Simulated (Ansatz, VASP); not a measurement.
Two plane-wave programs on Ga3S

INCAR

```
  PREC = Accurate
  ENCUT = 600
  EDIFF = 1E-6
  ISMEAR = 0
  SIGMA = 0.1
  LREAL = F
  LASPH = T
  NELM = 60
  ALGO = Normal
  ISIF = 3
  LWAVE = F
  LCHARG = F
  GGA = PE
  IBRION = 2
  NSW = 100
  EDIFFG = -0.01
```

The input KPOINTS:

```
Automatic mesh
0
Gamma
  12 12 12
```

POSCAR

```
Ga3S
1.0
    4.3281480412      0.0000000000      0.0000000000
    0.0000000000      4.3281480412      0.0000000000
    0.0000000000      0.0000000000      4.3281480412
Ga S
3 1
Direct
    0.0000000000      0.5000000000      0.5000000000
    0.5000000000      0.0000000000      0.5000000000
    0.5000000000      0.5000000000      0.0000000000
    0.0000000000      0.0000000000      0.0000000000
```

Input for Ansatz:

```yaml
crystal:
  lattice:
    - [4.3281480412, 0.0, 0.0]
    - [0.0, 4.3281480412, 0.0]
    - [0.0, 0.0, 4.3281480412]
  atoms:
    - { symbol: Ga, position: [0.0, 0.5, 0.5] }
    - { symbol: Ga, position: [0.5, 0.0, 0.5] }
    - { symbol: Ga, position: [0.5, 0.5, 0.0] }
    - { symbol: S, position: [0.0, 0.0, 0.0] }
basis:
  ecutwfc: 420
kpoints:
  mp_grid: { grid: [12, 12, 12] }
hamiltonian:
  xc: pbe
scf:
  occupations: { method: gaussian, width: 0.1 }
output:
  forces: true
  stress: true
  eigenvalues: true
relax:
  adjacent_minimum: "off"
  f_tol: 0.01
  max_steps: 80
  cell: { stress_tol: 0.05 }
```

Alike in both runs: task relaxation of cell and atoms; functional PBE; k mesh 12 × 12 × 12; occupations gaussian, width 0.1 eV; no spin polarisation.

|  | VASP | Ansatz |
| --- | --- | --- |
| version | VASP 6.6.1 | Ansatz 0.2.0 |
| potentials or method | VASP PAW PBE potentials, release 64 (Ga_d, S), cutoff 600 eV | scalar-relativistic, plane waves, PAW |
| valence electrons in the cell | 45 | 45 |

```csv
,VASP,Ansatz,Ansatz less VASP
"gap on the k mesh at the Fermi level, each at its own relaxed structure (eV)",none,none,-
relaxed volume (Å³/atom),20.00,20.02,+0.023
relaxed cell length with the largest relative difference (Å),4.309,4.311,+0.0017
```

A gap of «none» marks a metal or a gap that the smearing closes.
